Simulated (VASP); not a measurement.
# KMgF3 (Pm-3m) in VASP: further runs

The runs below take KMgF3 through single point, with PBE.

Everything below comes from runs of VASP 6.6.1. Logs are shortened: lines on timing, memory, paths and dates and some standing lists are left out, and cuts for length are marked.

## 1. The cell of the first run

It takes space group Pm-3m (No. 221, cubic). The conventional cell has a = 3.971 Å, b = 3.971 Å, c = 3.971 Å, α = 90.00°, β = 90.00°, γ = 90.00°. Within 3.7 Å of K (site symmetry m-3m) lie 12 F at 2.81 Å and 8 Mg at 3.44 Å. Within 2.6 Å of Mg (site symmetry m-3m) lie 6 F at 1.99 Å. F (site symmetry 4/mmm) has 2 Mg at 1.99 Å within 2.6 Å.

## 2. Single point, PBE (volume scaled by 0.94)

File INCAR:

```
PREC     = Accurate       # precision mode
ENCUT    = 520            # plane-wave cutoff, eV
EDIFF    = 1E-7           # SCF threshold, eV
ISMEAR   = 0              # smearing method
SIGMA    = 0.02           # smearing width, eV
LREAL    = F              # projectors in reciprocal space
LASPH    = T              # aspherical terms in the spheres
NELM     = 80             # most SCF steps
ALGO     = Normal         # electronic algorithm
ISIF     = 2              # what is computed and relaxed
LWAVE    = F              # write WAVECAR
LCHARG   = T              # write CHGCAR
GGA      = PE             # functional
LELF     = T              # ELF
LVHAR    = T            
NBANDS   = 24             # bands
```

File KPOINTS:

```
Automatic mesh
0
Gamma
  6 6 6
```

File POSCAR:

```
KMgF3
1.0
    3.9714246978      0.0000000000      0.0000000000
    0.0000000000      3.9714246978      0.0000000000
    0.0000000000      0.0000000000      3.9714246978
K Mg F
1 1 3
Direct
    0.5000000000      0.5000000000      0.5000000000
    0.0000000000      0.0000000000      0.0000000000
    0.5000000000      0.0000000000      0.0000000000
    0.0000000000      0.5000000000      0.0000000000
    0.0000000000      0.0000000000      0.5000000000
```

Potentials or basis: VASP PAW PBE potentials, release 64 (K_sv, Mg, F).

Run with:

```console
$ cat potpaw_PBE.64/K_sv/POTCAR potpaw_PBE.64/Mg/POTCAR potpaw_PBE.64/F/POTCAR > POTCAR
$ mpirun -np 1 vasp_std > vasp.out
```

OUTCAR:

```text
PREC = Accurate
   ENCUT = 520
   EDIFF = 1E-7
   ISMEAR = 0
   LREAL = F
   LASPH = T
   NELM = 80
   ISIF = 2
   GGA = PE

 ion  position               nearest neighbor table
   1  0.500  0.500  0.500-   3 2.81   4 2.81   5 2.81   3 2.81   4 2.81   3 2.81   5 2.81   3 2.81
                             4 2.81   5 2.81   4 2.81   5 2.81   2 3.44   2 3.44   2 3.44   2 3.44
   2  0.000  0.000  0.000-   3 1.99   4 1.99   5 1.99   5 1.99   4 1.99   3 1.99   1 3.44   1 3.44
                             1 3.44   1 3.44   1 3.44   1 3.44   1 3.44   1 3.44
   3  0.500  0.000  0.000-   2 1.99   2 1.99   1 2.81   1 2.81   1 2.81   1 2.81
   4  0.000  0.500  0.000-   2 1.99   2 1.99   1 2.81   1 2.81   1 2.81   1 2.81
   5  0.000  0.000  0.500-   2 1.99   2 1.99   1 2.81   1 2.81   1 2.81   1 2.81

  LATTYP: Found a simple cubic cell.
 ALAT       =     3.9714246978

  Lattice vectors:

 A1 = (   3.9714246978,   0.0000000000,   0.0000000000)
 A2 = (   0.0000000000,   3.9714246978,   0.0000000000)
 A3 = (   0.0000000000,   0.0000000000,   3.9714246978)

Analysis of symmetry for initial positions (statically):
=====================================================================
 Subroutine PRICEL returns:
 Original cell was already a primitive cell.

 Routine SETGRP: Setting up the symmetry group for a
 simple cubic supercell.

 Subroutine GETGRP returns: Found 48 space group operations
 (whereof 48 operations were pure point group operations)
 out of a pool of 48 trial point group operations.

The static configuration has the point symmetry O_h .

Analysis of symmetry for dynamics (positions and initial velocities):
=====================================================================
 Subroutine PRICEL returns:
 Original cell was already a primitive cell.

 Routine SETGRP: Setting up the symmetry group for a
 simple cubic supercell.

 Subroutine GETGRP returns: Found 48 space group operations
 (whereof 48 operations were pure point group operations)
 out of a pool of 48 trial point group operations.

The dynamic configuration has the point symmetry O_h .

 Subroutine INISYM returns: Found 48 space group operations
 (whereof 48 operations are pure point group operations),
 and found     1 'primitive' translations

----------------------------------------------------------------------------------------

                                     Primitive cell

  volume of cell :      62.6382

  direct lattice vectors                    reciprocal lattice vectors
     3.971424698  0.000000000  0.000000000     0.251798807  0.000000000  0.000000000
     0.000000000  3.971424698  0.000000000     0.000000000  0.251798807  0.000000000
     0.000000000  0.000000000  3.971424698     0.000000000  0.000000000  0.251798807

  length of vectors
     3.971424698  3.971424698  3.971424698     0.251798807  0.251798807  0.251798807

  position of ions in fractional coordinates (direct lattice)
     0.500000000  0.500000000  0.500000000
     0.000000000  0.000000000  0.000000000
     0.500000000  0.000000000  0.000000000
     0.000000000  0.500000000  0.000000000
     0.000000000  0.000000000  0.500000000

  ion indices of the primitive-cell ions
   primitive index   ion index
                 1           1
                 2           2
                 3           3
                 4           4
                 5           5

----------------------------------------------------------------------------------------

 KPOINTS: Automatic mesh

Automatic generation of k-mesh.
 Grid dimensions read from file:
 generate k-points for:    6    6    6

 Generating k-lattice:

  Cartesian coordinates                     Fractional coordinates (reciprocal lattice)
     0.041966468  0.000000000  0.000000000     0.166666667  0.000000000  0.000000000
     0.000000000  0.041966468  0.000000000     0.000000000  0.166666667  0.000000000
     0.000000000  0.000000000  0.041966468     0.000000000  0.000000000  0.166666667

  Length of vectors
     0.041966468  0.041966468  0.041966468

  Shift w.r.t. Gamma in fractional coordinates (k-lattice)
     0.000000000  0.000000000  0.000000000

 Subroutine IBZKPT returns following result:
 ===========================================

 Found     20 irreducible k-points:

 Following reciprocal coordinates:
            Coordinates               Weight
  0.000000  0.000000  0.000000      1.000000
  0.166667  0.000000  0.000000      6.000000
  0.333333  0.000000  0.000000      6.000000
  0.500000  0.000000  0.000000      3.000000
  0.166667  0.166667  0.000000     12.000000
  0.333333  0.166667  0.000000     24.000000
[... 12 lines left out ...]
  0.500000  0.500000  0.333333      6.000000
  0.500000  0.500000  0.500000      1.000000
   k-points           NKPTS =     20   k-points in BZ     NKDIM =     20   number of bands    NBANDS=     24
   number of dos      NEDOS =    301   number of ions     NIONS =      5
   total plane-waves  NPLWV =  27000
   dimension x,y,z NGX =    30 NGY =   30 NGZ =   30
   dimension x,y,z NGXF=    60 NGYF=   60 NGZF=   60
   ions per type =               1   1   3
   NGX,Y,Z   is equivalent  to a cutoff of  12.56, 12.56, 12.56 a.u.
   NGXF,Y,Z  is equivalent  to a cutoff of  25.12, 25.12, 25.12 a.u.
 SYSTEM =  unknown system
   PREC   = accura    normal or accurate (medium, high low for compatibility)
   ISTART =      0    job   : 0-new  1-cont  2-samecut
   ICHARG =      2    charge: 1-file 2-atom 10-const
   ISPIN  =      1    spin polarized calculation?
   LNONCOLLINEAR =      F non collinear calculations
   LSORBIT =      F    spin-orbit coupling
   LASPH  =      T    aspherical Exc in radial PAW
   ENCUT  =  520.0 eV  38.22 Ry    6.18 a.u.   7.38  7.38  7.38*2*pi/ulx,y,z
   NELM   =     80;   NELMIN=  2; NELMDL= -5     # of ELM steps
   EDIFF  = 0.1E-06   stopping-criterion for ELM
   LREAL  =      F    real-space projection
   EDIFFG = 0.1E-05   stopping-criterion for IOM
   NSW    =      0    number of steps for IOM
   IBRION =     -1    ionic relax: 0-MD 1-quasi-New 2-CG
   NFREE  =      0    steps in history (QN), initial steepest desc. (CG)
   ISIF   =      2    stress and relaxation
   ISYM   =      2    0-nonsym 1-usesym 2-fastsym
   POTIM  = 0.5000    time-step for ionic-motion
   TEBEG  =    0.0;   TEEND  =   0.0 temperature during run
   PSTRESS=    0.0 pullay stress
   NELECT =      32.0000    total number of electrons
   NUPDOWN=      -1.0000    fix difference up-down
   EMIN   =  10.00;   EMAX   =-10.00  energy-range for DOS
   EFERMI =   0.00;   METHOD = LEGACY
   ISMEAR =     0;   SIGMA  =   0.02  broadening in eV -4-tet -1-fermi 0-gaus
   EFERMI_NEDOS =   21; number of points for ismear=-14 and -15
   IALGO  =     38    algorithm
   IMIX   =      4    mixing-type and parameters
     AMIX     =   0.40;   BMIX     =  1.00
     AMIX_MAG =   1.60;   BMIX_MAG =  1.00
  volume/ion in A,a.u.               =      12.53        84.54
  Fermi-wavevector in a.u.,A,eV,Ry     =   1.308715  2.473113 23.303182  1.712736
  Thomas-Fermi vector in A             =   2.439363
   LORBIT       =      0    0 simple, 1 ext, 2 COOP (PROOUT), +10 PAW based schemes
   GGA     = PE    functional components
   LHFCALC =     F    Hartree Fock is set to
   AEXX    =    0.0000 exact exchange contribution
   IVDW    =     0    specifies the selected vdW correction
   LEPSILON=     F    determine dielectric tensor
   LRPA    =     F    only Hartree local field effects (RPA)
 non-spin polarized calculation
 Gauss-broadening in eV      SIGMA  =   0.02
  energy-cutoff  :      520.00
  volume of cell :       62.64
 maximum number of plane-waves:      1743
 NGX is ok and might be reduce to    30
   NGX = 15   NGY = 15   NGZ = 15

 number of electron      31.9999959 magnetization

 Free energy of the ion-electron system (eV)
  ---------------------------------------------------
  ext. energy  EPLUGINS =         0.00000000
  ---------------------------------------------------
  free energy    TOTEN  =       -24.39672862 eV

  energy without entropy =      -24.39672862  energy(sigma->0) =      -24.39672862

 E-fermi :  -1.4120     XC(G=0):  -9.7385

 val. band max:       -1.5456046517   @ k =   0.5000   0.5000   0.5000
 cond. band min:       5.8425684832   @ k =   0.0000   0.0000   0.0000
 fundamental gap:      7.3881731349
 Fermi energy:        -1.4119776875

 k-point     1 :       0.0000    0.0000    0.0000
  band No.  band energies     occupation
      1     -27.1775      2.00000
      2     -21.6939      2.00000
      3     -21.0259      2.00000
      4     -21.0259      2.00000
      5     -10.6713      2.00000
      6     -10.6713      2.00000
[... 16 lines left out ...]
     23      12.5977      0.00000
     24      15.5101      0.00000

 k-point     2 :       0.1667    0.0000    0.0000
  band No.  band energies     occupation
      1     -27.1700      2.00000
      2     -21.6634      2.00000
      3     -21.0632      2.00000
      4     -21.0231      2.00000
      5     -10.6667      2.00000
      6     -10.6568      2.00000
[... 16 lines left out ...]
     23      12.5930      0.00000
     24      15.3723      0.00000

 k-point     3 :       0.3333    0.0000    0.0000
  band No.  band energies     occupation
      1     -27.1549      2.00000
      2     -21.5890      2.00000
      3     -21.1531      2.00000
      4     -21.0186      2.00000
      5     -10.6577      2.00000
      6     -10.6276      2.00000
[... 16 lines left out ...]
     23      12.5270      0.00000
     24      14.9564      0.00000

 k-point     4 :       0.5000    0.0000    0.0000
  band No.  band energies     occupation
      1     -27.1473      2.00000
      2     -21.5387      2.00000
      3     -21.2111      2.00000
      4     -21.0159      2.00000
      5     -10.6533      2.00000
      6     -10.6129      2.00000
[... 16 lines left out ...]
     23      12.9470      0.00000
     24      14.0747      0.00000

 k-point     5 :       0.1667    0.1667    0.0000
  band No.  band energies     occupation
      1     -27.1630      2.00000
      2     -21.6315      2.00000
      3     -21.0784      2.00000
      4     -21.0418      2.00000
      5     -10.6881      2.00000
      6     -10.6430      2.00000
[... 16 lines left out ...]
     23      12.6301      0.00000
     24      14.7721      0.00000

 k-point     6 :       0.3333    0.1667    0.0000
  band No.  band energies     occupation
      1     -27.1490      2.00000
      2     -21.5525      2.00000
      3     -21.1579      2.00000
      4     -21.0453      2.00000
      5     -10.6901      2.00000
      6     -10.6339      2.00000
[... 16 lines left out ...]
     23      12.6377      0.00000
     24      14.3023      0.00000
[... 271 lines left out ...]
 k-point    17 :       0.3333    0.3333    0.3333
  band No.  band energies     occupation
      1     -27.1236      2.00000
      2     -21.3592      2.00000
      3     -21.1689      2.00000
      4     -21.1689      2.00000
      5     -10.7829      2.00000
      6     -10.7829      2.00000
[... 16 lines left out ...]
     23      13.5014      0.00000
     24      14.2992      0.00000

 k-point    18 :       0.5000    0.3333    0.3333
  band No.  band energies     occupation
      1     -27.1191      2.00000
      2     -21.2964      2.00000
      3     -21.2198      2.00000
      4     -21.1641      2.00000
      5     -10.8075      2.00000
      6     -10.8018      2.00000
[... 16 lines left out ...]
     23      12.9439      0.00000
     24      13.9608      0.00000

 k-point    19 :       0.5000    0.5000    0.3333
  band No.  band energies     occupation
      1     -27.1150      2.00000
      2     -21.2253      2.00000
      3     -21.2170      2.00000
      4     -21.2170      2.00000
      5     -10.8350      2.00000
      6     -10.8350      2.00000
[... 16 lines left out ...]
     23      13.3280      0.00000
     24      13.3280      0.00000

 k-point    20 :       0.5000    0.5000    0.5000
  band No.  band energies     occupation
      1     -27.1114      2.00000
      2     -21.2112      2.00000
      3     -21.2112      2.00000
      4     -21.2112      2.00000
      5     -10.8641      2.00000
      6     -10.8641      2.00000
[... 16 lines left out ...]
     23      13.7284      0.00000
     24      13.7284      0.00000

------------------------ aborting loop because EDIFF is reached ----------------------------------------

  FORCE on cell =-STRESS in cart. coord.  units (eV):
  Direction    XX          YY          ZZ          XY          YZ          ZX
  --------------------------------------------------------------------------------------
  -------------------------------------------------------------------------------------
  Total        1.6799584      1.6799584      1.6799584     -0.0000000      0.0000000     -0.0000000
  in kB       42.9704709     42.9704709     42.9704709     -0.0000000      0.0000000     -0.0000000
  external PRESSURE =      42.9704709 kB  Pullay stress =       0.0000000 kB

 VOLUME and BASIS-vectors are now :
 -----------------------------------------------------------------------------
  energy-cutoff  :      520.00
  volume of cell :       62.64
      direct lattice vectors                 reciprocal lattice vectors
     3.971424698  0.000000000  0.000000000     0.251798807  0.000000000  0.000000000
     0.000000000  3.971424698  0.000000000     0.000000000  0.251798807  0.000000000
     0.000000000  0.000000000  3.971424698     0.000000000  0.000000000  0.251798807

 POSITION                                       TOTAL-FORCE (eV/Angst)
 -----------------------------------------------------------------------------------
      1.98571      1.98571      1.98571         0.000000      0.000000      0.000000
      0.00000      0.00000      0.00000         0.000000      0.000000      0.000000
      1.98571      0.00000      0.00000         0.000000      0.000000      0.000000
      0.00000      1.98571      0.00000         0.000000      0.000000      0.000000
      0.00000      0.00000      1.98571         0.000000      0.000000      0.000000
 -----------------------------------------------------------------------------------
    total drift:                                0.000000     -0.000000      0.000000

  FREE ENERGIE OF THE ION-ELECTRON SYSTEM (eV)
  ---------------------------------------------------
  free  energy   TOTEN  =       -24.3967286162 eV

  energy  without entropy=      -24.3967286162  energy(sigma->0) =      -24.39672862
```

It took 17 s on 1 thread of Intel Xeon Platinum 8488C (Sapphire Rapids), shared host; peak memory 0.18 GiB.

Results:

```yaml
Free_energy: -24.3967 eV
Pressure: 4.3 GPa
Band_gap_on_the_k_mesh: 7.39 eV, indirect (least direct gap 7.71 eV)
```

Levels at points of the mesh, in eV from the valence-band top:
```
           k point  band 13  band 14  band 15  band 16  band 17  band 18  band 19  band 20
(0.00, 0.00, 0.00)    -0.63    -0.32    -0.32    -0.32     7.39    10.10    10.10    12.26
(0.50, 0.00, 0.00)    -0.87    -0.87    -0.54    -0.54    10.19    10.56    11.15    12.87
(0.50, 0.50, 0.00)    -1.06    -0.90    -0.90    -0.02    10.98    11.75    12.74    12.74
(0.50, 0.50, 0.50)    -1.13     0.00     0.00     0.00    10.49    10.49    10.49    14.09
```

 A k mesh can miss the band edges.

(Part 1 of 2 ends here.)
